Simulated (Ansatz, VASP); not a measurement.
# MgO: VASP beside Ansatz

```xyz
2
Lattice="0.0000 2.1071 2.1071 2.1071 0.0000 2.1071 2.1071 2.1071 0.0000" Properties=species:S:1:pos:R:3 pbc="T T T"
Mg    0.0000    0.0000    0.0000
O     2.1071    2.1071    2.1071
```

Alike in both runs: task single point; functional PBEsol; k mesh 10 × 10 × 10; occupations gaussian, width 0.05 eV; no spin polarisation.

|  | VASP | Ansatz |
| --- | --- | --- |
| version | VASP 6.6.1 | Ansatz 0.2.0 |
| potentials or method | VASP PAW PBE potentials, release 64 (Mg, O), cutoff 520 eV | scalar-relativistic, plane waves, PAW |
| valence electrons in the cell | 8 | 16 |

```csv
,VASP,Ansatz,Ansatz less VASP
gap on the k mesh at the Fermi level (eV),4.62,4.62,0.000
least direct gap on the mesh (eV),4.62,4.62,0.000
pressure (GPa),-0.5,0.0,+0.51
```

VASP's potentials were made for PBE, not for PBEsol. The functional is the same, so the differences come from potentials, cutoffs and numerics. VASP's potentials hold 8 valence electrons a cell and Ansatz's 16, so a difference there can come from the potentials and not from the codes.
